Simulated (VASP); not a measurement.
The system is CsTa3.

```xyz
4
Lattice="4.5360 0.0000 0.0000 0.0000 4.5360 0.0000 0.0000 0.0000 4.5360" Properties=species:S:1:pos:R:3 pbc="T T T"
Cs    0.0000    0.0000    0.0000
Ta    0.0000    2.2680    2.2680
Ta    2.2680    0.0000    2.2680
Ta    2.2680    2.2680    0.0000
```

- Program: VASP 6.6.1
- Task: relaxation of cell and atoms
- Functional: PBE
- Potentials or basis: VASP PAW PBE potentials, release 64 (Cs_sv, Ta_sv_GW)
- Cutoff: 500 eV
- k mesh: 4 × 4 × 4
- Occupations: gaussian, width 0.1 eV
- Spin: no spin polarisation

At the start: pressure -7.1 GPa; volume 23.33 Å³/atom.

How do energy, volume and symmetry change on relaxing?

Over 3 steps the energy falls by 41.1 meV/atom and the volume is 21.59 Å³/atom (-7.4 %); space group Pm-3m (No. 221, to 0.1 Å) before and after.

Step by step:
| step | energy change (eV) | largest force (eV/Å) | pressure (GPa) | volume (Å³) |
| --- | --- | --- | --- | --- |
| 1 | 0.0000 | 0.0000 | -7.10 | 93.33 |
| 2 | -0.0055 | 0.0000 | 8.57 | 80.05 |
| 3 | -0.1645 | 0.0000 | -0.07 | 86.38 |

Final structure:
```
CELL_PARAMETERS angstrom
4.42044 0.00000 0.00000
0.00000 4.42044 0.00000
0.00000 0.00000 4.42044
ATOMIC_POSITIONS crystal
Cs 0.00000 0.00000 0.00000
Ta 0.00000 0.50000 0.50000
Ta 0.50000 0.00000 0.50000
Ta 0.50000 0.50000 0.00000
```
